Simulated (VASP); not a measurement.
Crystal: Sr2SeO.

```
CELL_PARAMETERS angstrom
4.13159 0.00000 0.00000
0.00000 4.13159 0.00000
0.00000 0.00000 5.85074
ATOMIC_POSITIONS crystal
O 0.00000 0.00000 0.00000
Sr 0.00000 0.00000 0.50000
Sr 0.50000 0.50000 0.00000
Se 0.50000 0.50000 0.50000
```

Base run:

```yaml
Program: VASP 6.6.1
Functional: r2SCAN
Potentials_or_basis: VASP PAW PBE potentials, release 64 (O, Sr_sv, Se)
Cutoff: 520 eV
k_mesh: 6 × 6 × 4
Occupations: gaussian, width 0.01 eV
Spin: no spin polarisation
```

Its results: band gap on the k mesh 2.39 eV, direct; pressure 0.2 GPa.

Problem. The run is repeated on the same cell with these changes: functional from r2SCAN to PBE. What comes out?

Solution. Band gap on the k mesh 1.97 eV, direct; pressure 1.0 GPa.

r2SCAN gives the wider gap, since meta-GGAs in the generalised Kohn-Sham scheme recover part of the derivative discontinuity.

Caveats: the PAW data sets were made with another functional, which shifts forces and pressure a little (some runs).

A k mesh can miss the band edges.
